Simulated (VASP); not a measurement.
# SrCl2 (Immm) in VASP: notebook, part 2 of 2

VASP 6.6.1. The steps go on from the part before.

### 4 Single point, PBEsol (strain -0.0750 x Voigt [0, 0, 0, 0, 1, 0])

INCAR

```
SYSTEM = SrCl2
ALGO = Normal
EDIFF = 1E-6
ENCUT = 520
GGA = PS
ISIF = 2
ISMEAR = 0
LASPH = .True.
LCHARG = .False.
LREAL = .False.
LWAVE = .False.
NBANDS = 19
NELM = 80
PREC = Accurate
SIGMA = 0.05
```

KPOINTS

```
k-points
0
Gamma
  6 6 6
  0 0 0
```

POSCAR

```
SrCl2
1.0
   -0.1307062500      3.4855000000      3.4855000000
    3.3547937500      0.0000000000      3.3547937500
    3.4855000000      3.4855000000     -0.1307062500
Sr Cl
1 2
Direct
    0.0000000000      0.0000000000      0.0000000000
    0.2500000000      0.2500000000      0.2500000000
    0.7500000000      0.7500000000      0.7500000000
```

Potentials or basis: VASP PAW PBE potentials, release 64 (Sr_sv, Cl).

Started as:

```bash
$ cat potpaw_PBE.64/Sr_sv/POTCAR potpaw_PBE.64/Cl/POTCAR > POTCAR
$ mpirun -np 1 vasp_std > vasp.out
```

OUTCAR:

```text
SYSTEM = SrCl2
   EDIFF = 1E-6
   ENCUT = 520
   GGA = PS
   ISIF = 2
   ISMEAR = 0
   LASPH = .True.
   LREAL = .False.
   NELM = 80
   PREC = Accurate

 ion  position               nearest neighbor table
   1  0.000  0.000  0.000-   3 2.94   2 2.94   3 2.94   2 2.94   3 3.09   2 3.09   3 3.09   2 3.09

   2  0.250  0.250  0.250-   1 2.94   1 2.94   1 3.09   1 3.09
   3  0.750  0.750  0.750-   1 2.94   1 2.94   1 3.09   1 3.09

  LATTYP: Found a body centered orthorhombic cell.
 ALAT       =     4.7443948202
 B/A-ratio  =     1.0779220779
 C/A-ratio  =     1.4693127921

  Lattice vectors:

 A1 = (   3.4855000000,  -3.4855000000,  -0.1307062500)
 A2 = (  -3.4855000000,  -3.4855000000,   0.1307062500)
 A3 = (   0.1307062500,   3.4855000000,  -3.4855000000)

Analysis of symmetry for initial positions (statically):
=====================================================================
 Subroutine PRICEL returns:
 Original cell was already a primitive cell.

 Routine SETGRP: Setting up the symmetry group for a
 body centered orthorhombic supercell.

 Subroutine GETGRP returns: Found  8 space group operations
 (whereof  8 operations were pure point group operations)
 out of a pool of  8 trial point group operations.

The static configuration has the point symmetry D_2h.

Analysis of symmetry for dynamics (positions and initial velocities):
=====================================================================
 Subroutine PRICEL returns:
 Original cell was already a primitive cell.

 Routine SETGRP: Setting up the symmetry group for a
 body centered orthorhombic supercell.

 Subroutine GETGRP returns: Found  8 space group operations
 (whereof  8 operations were pure point group operations)
 out of a pool of  8 trial point group operations.

The dynamic configuration has the point symmetry D_2h.

 Subroutine INISYM returns: Found  8 space group operations
 (whereof  8 operations are pure point group operations),
 and found     1 'primitive' translations

----------------------------------------------------------------------------------------

                                     Primitive cell

  volume of cell :      84.5696

  direct lattice vectors                    reciprocal lattice vectors
    -0.130706250  3.485500000  3.485500000    -0.138266450  0.143451442  0.138266450
     3.354793750  0.000000000  3.354793750     0.149040459 -0.143451442  0.149040459
     3.485500000  3.485500000 -0.130706250     0.138266450  0.143451442 -0.138266450

  length of vectors
     4.930974004  4.744394820  4.930974004     0.242515027  0.254959669  0.242515027

  position of ions in fractional coordinates (direct lattice)
     0.000000000  0.000000000  0.000000000
     0.250000000  0.250000000  0.250000000
     0.750000000  0.750000000  0.750000000

  ion indices of the primitive-cell ions
   primitive index   ion index
                 1           1
                 2           2
                 3           3

----------------------------------------------------------------------------------------

 KPOINTS: k-points

Automatic generation of k-mesh.
 Grid dimensions read from file:
 generate k-points for:    6    6    6

 Generating k-lattice:

  Cartesian coordinates                     Fractional coordinates (reciprocal lattice)
    -0.023044408  0.023908574  0.023044408     0.166666667  0.000000000  0.000000000
     0.024840076 -0.023908574  0.024840076     0.000000000  0.166666667  0.000000000
     0.023044408  0.023908574 -0.023044408     0.000000000  0.000000000  0.166666667

  Length of vectors
     0.040419171  0.042493278  0.040419171

  Shift w.r.t. Gamma in fractional coordinates (k-lattice)
     0.000000000  0.000000000  0.000000000

 Subroutine IBZKPT returns following result:
 ===========================================

 Found     46 irreducible k-points:

 Following reciprocal coordinates:
            Coordinates               Weight
  0.000000  0.000000  0.000000      1.000000
  0.166667  0.000000 -0.000000      4.000000
  0.333333  0.000000  0.000000      4.000000
  0.500000  0.000000  0.000000      2.000000
  0.000000  0.166667  0.000000      4.000000
  0.166667  0.166667 -0.000000      4.000000
[... 16 lines left out ...]
  0.500000  0.000000  0.166667      4.000000
 -0.333333  0.000000  0.166667      4.000000
 [... further k-points ...]
   k-points           NKPTS =     46   k-points in BZ     NKDIM =     46   number of bands    NBANDS=     19
   number of dos      NEDOS =    301   number of ions     NIONS =      3
   total plane-waves  NPLWV =  57600
   dimension x,y,z NGX =    40 NGY =   36 NGZ =   40
   dimension x,y,z NGXF=    80 NGYF=   72 NGZF=   80
   ions per type =               1   2
   NGX,Y,Z   is equivalent  to a cutoff of  13.49, 12.61, 13.49 a.u.
   NGXF,Y,Z  is equivalent  to a cutoff of  26.97, 25.23, 26.97 a.u.
 SYSTEM =  SrCl2
   PREC   = accura    normal or accurate (medium, high low for compatibility)
   ISTART =      0    job   : 0-new  1-cont  2-samecut
   ICHARG =      2    charge: 1-file 2-atom 10-const
   ISPIN  =      1    spin polarized calculation?
   LNONCOLLINEAR =      F non collinear calculations
   LSORBIT =      F    spin-orbit coupling
   LASPH  =      T    aspherical Exc in radial PAW
   ENCUT  =  520.0 eV  38.22 Ry    6.18 a.u.   9.17  8.82  9.17*2*pi/ulx,y,z
   NELM   =     80;   NELMIN=  2; NELMDL= -5     # of ELM steps
   EDIFF  = 0.1E-05   stopping-criterion for ELM
   LREAL  =      F    real-space projection
   EDIFFG = 0.1E-04   stopping-criterion for IOM
   NSW    =      0    number of steps for IOM
   IBRION =     -1    ionic relax: 0-MD 1-quasi-New 2-CG
   NFREE  =      0    steps in history (QN), initial steepest desc. (CG)
   ISIF   =      2    stress and relaxation
   ISYM   =      2    0-nonsym 1-usesym 2-fastsym
   POTIM  = 0.5000    time-step for ionic-motion
   TEBEG  =    0.0;   TEEND  =   0.0 temperature during run
   PSTRESS=    0.0 pullay stress
   NELECT =      24.0000    total number of electrons
   NUPDOWN=      -1.0000    fix difference up-down
   EMIN   =  10.00;   EMAX   =-10.00  energy-range for DOS
   EFERMI =   0.00;   METHOD = LEGACY
   ISMEAR =     0;   SIGMA  =   0.05  broadening in eV -4-tet -1-fermi 0-gaus
   EFERMI_NEDOS =   21; number of points for ismear=-14 and -15
   IALGO  =     38    algorithm
   IMIX   =      4    mixing-type and parameters
     AMIX     =   0.40;   BMIX     =  1.00
     AMIX_MAG =   1.60;   BMIX_MAG =  1.00
  volume/ion in A,a.u.               =      28.19       190.23
  Fermi-wavevector in a.u.,A,eV,Ry     =   1.075822  2.033009 15.747296  1.157394
  Thomas-Fermi vector in A             =   2.211690
   LORBIT       =      0    0 simple, 1 ext, 2 COOP (PROOUT), +10 PAW based schemes
   GGA     = PS    functional components
   LHFCALC =     F    Hartree Fock is set to
   AEXX    =    0.0000 exact exchange contribution
   IVDW    =     0    specifies the selected vdW correction
   LEPSILON=     F    determine dielectric tensor
   LRPA    =     F    only Hartree local field effects (RPA)
 non-spin polarized calculation
 Gauss-broadening in eV      SIGMA  =   0.05
  energy-cutoff  :      520.00
  volume of cell :       84.57
 maximum number of plane-waves:      2299
 NGX is ok and might be reduce to    40
   NGX = 19   NGY = 17   NGZ = 19

 number of electron      23.9999998 magnetization

 Free energy of the ion-electron system (eV)
  ---------------------------------------------------
  ext. energy  EPLUGINS =         0.00000000
  ---------------------------------------------------
  free energy    TOTEN  =       -13.31723629 eV

  energy without entropy =      -13.31723629  energy(sigma->0) =      -13.31723629

 E-fermi :   0.3023     XC(G=0):  -8.5063

 val. band max:        0.0962755801   @ k =   0.5000   0.0000   0.5000
 cond. band min:       5.2460282201   @ k =   0.0000   0.0000   0.0000
 fundamental gap:      5.1497526400
 Fermi energy:         0.3022664813

 k-point     1 :       0.0000    0.0000    0.0000
  band No.  band energies     occupation
      1     -32.6685      2.00000
      2     -14.7037      2.00000
      3     -14.6921      2.00000
      4     -14.6881      2.00000
      5     -13.2051      2.00000
      6     -12.3175      2.00000
[... 11 lines left out ...]
     18       9.2966      0.00000
     19       9.3954      0.00000
[... 485 lines left out ...]
 k-point    24 :      -0.3333    0.0000    0.1667
  band No.  band energies     occupation
      1     -32.6656      2.00000
      2     -14.9216      2.00000
      3     -14.7805      2.00000
      4     -14.7024      2.00000
      5     -12.7510      2.00000
      6     -12.4343      2.00000
[... 11 lines left out ...]
     18       8.8333      0.00000
     19       9.4285      0.00000

 [... further k-points ...]
[... 5 lines left out ...]
  --------------------------------------------------------------------------------------
  -------------------------------------------------------------------------------------
  Total       -0.3144430     -0.2906204     -0.3144430     -0.0000000      0.0000000      0.5694316
  in kB       -5.9571491     -5.5058279     -5.9571491     -0.0000000      0.0000000     10.7879290
  external PRESSURE =      -5.8067087 kB  Pullay stress =       0.0000000 kB

 VOLUME and BASIS-vectors are now :
 -----------------------------------------------------------------------------
  energy-cutoff  :      520.00
  volume of cell :       84.57
      direct lattice vectors                 reciprocal lattice vectors
    -0.130706250  3.485500000  3.485500000    -0.138266450  0.143451442  0.138266450
     3.354793750  0.000000000  3.354793750     0.149040459 -0.143451442  0.149040459
     3.485500000  3.485500000 -0.130706250     0.138266450  0.143451442 -0.138266450

 POSITION                                       TOTAL-FORCE (eV/Angst)
 -----------------------------------------------------------------------------------
      0.00000      0.00000      0.00000        -0.000000      0.000000      0.000000
      1.67740      1.74275      1.67740         0.000000      0.169403      0.000000
      5.03219      5.22825      5.03219        -0.000000     -0.169403     -0.000000
 -----------------------------------------------------------------------------------
    total drift:                               -0.000000     -0.000000      0.000000

  FREE ENERGIE OF THE ION-ELECTRON SYSTEM (eV)
  ---------------------------------------------------
  free  energy   TOTEN  =       -13.3172362861 eV

  energy  without entropy=      -13.3172362860  energy(sigma->0) =      -13.31723629
```

Run time: 66 s. Hardware: 1 thread of Intel Xeon 6975P-C, shared host; peak memory 0.27 GiB.

What came out:

- Free energy: -13.3172 eV
- Pressure: -0.6 GPa
- Largest force: 0.169 eV/Å
- Band gap on the k mesh: 5.15 eV, indirect (least direct gap 5.38 eV)

Forces in eV/Å, atoms in the order of the input:
```
Sr   0.000  0.000  0.000
Cl   0.000  0.169  0.000
Cl   0.000 -0.169  0.000
```

Caveat: the cell differs from its parent crystal (strain -0.0750 x Voigt [0, 0, 0, 0, 1, 0]); the PAW data sets were made with another functional, which shifts forces and pressure a little.

### 5 Single point, PBEsol (strain +0.0562 x Voigt [0, 0, 0, 0, 1, 0])

INCAR

```
PREC = Accurate ; ENCUT = 520
EDIFF = 1E-7 ; ISMEAR = 0
SIGMA = 0.05 ; LREAL = F
LASPH = T ; NELM = 100
ALGO = Normal ; ISIF = 2
LWAVE = F ; LCHARG = T
GGA = PS ; LELF = T
LVHAR = T ; NBANDS = 19
```

KPOINTS

```
regular mesh
0
Gamma
  6 6 6
```

POSCAR

```
SrCl2
1.0
    0.0979425500      3.4855000000      3.4855000000
    3.5834425500      0.0000000000      3.5834425500
    3.4855000000      3.4855000000      0.0979425500
Sr Cl
1 2
Direct
    0.0000000000      0.0000000000      0.0000000000
    0.2500000000      0.2500000000      0.2500000000
    0.7500000000      0.7500000000      0.7500000000
```

Started as:

```bash
$ cat potpaw_PBE.64/Sr_sv/POTCAR potpaw_PBE.64/Cl/POTCAR > POTCAR
$ mpirun -np 1 vasp_std > vasp.out
```

Run time: 80 s. Hardware: 1 thread of Intel Xeon 6975P-C, shared host; peak memory 0.27 GiB.

The run converged. Its results:

```yaml
Free_energy: -13.3264 eV
Pressure: -0.7 GPa
Largest_force: 0.125 eV/Å
Band_gap_on_the_k_mesh: 5.15 eV, indirect (least direct gap 5.37 eV)
```

Forces in eV/Å, atoms in the order of the input:
```
Sr   0.000  0.000  0.000
Cl   0.000 -0.125  0.000
Cl   0.000  0.125  0.000
```

Stress tensor (GPa, compression positive):
```
-0.71  0.00 -0.80
 0.00 -0.68  0.00
-0.80  0.00 -0.71
```

Levels at points of the mesh, in eV from the valence-band top:
| k point | band 10 | band 11 | band 12 | band 13 | band 14 | band 15 |
| --- | --- | --- | --- | --- | --- | --- |
| (0.00, 0.00, 0.00) | -0.38 | -0.34 | -0.30 | 5.15 | 5.97 | 6.00 |
| (0.50, 0.00, 0.00) | -1.34 | -1.10 | -1.06 | 6.57 | 6.74 | 7.49 |
| (0.00, 0.50, 0.00) | -1.36 | -1.07 | -1.03 | 6.51 | 6.67 | 7.36 |
| (0.50, 0.50, 0.00) | -0.42 | -0.42 | 0.00 | 5.37 | 6.90 | 7.54 |
| (0.50, 0.00, 0.50) | -0.55 | -0.28 | 0.00 | 5.37 | 6.93 | 7.54 |

Caveat: the cell differs from its parent crystal (strain +0.0562 x Voigt [0, 0, 0, 0, 1, 0]); the PAW data sets were made with another functional, which shifts forces and pressure a little.

### 6 Summary

| cell | gap on the mesh (eV) | pressure (GPa) | largest force (eV/Å) |
| --- | --- | --- | --- |
| a = 4.936, b = 4.560 Å, angles 62.5, 64.9, 62.5°, 3 atoms | 5.17 | 0.3 | 0.37 |
| a = 4.933, b = 5.207 Å, angles 58.1, 56.3, 58.1°, 3 atoms | 5.16 | -0.2 | 0.26 |
| a = 4.931, b = 4.744 Å, angles 61.2, 62.5, 61.2°, 3 atoms | 5.15 | -0.6 | 0.17 |
| a = 4.930, b = 5.068 Å, angles 59.1, 58.1, 59.1°, 3 atoms | 5.15 | -0.7 | 0.13 |

Alike in all rows: task single point; level PBEsol; potentials or basis VASP PAW PBE potentials, release 64 (Sr_sv, Cl); no spin polarisation; k mesh 6 × 6 × 6; cutoff (eV) 520; smearing gaussian 0.05 eV.

Caveats: the PAW data sets were made with another functional, which shifts forces and pressure a little.

Absolute energies hang on the potentials; compare differences alone.
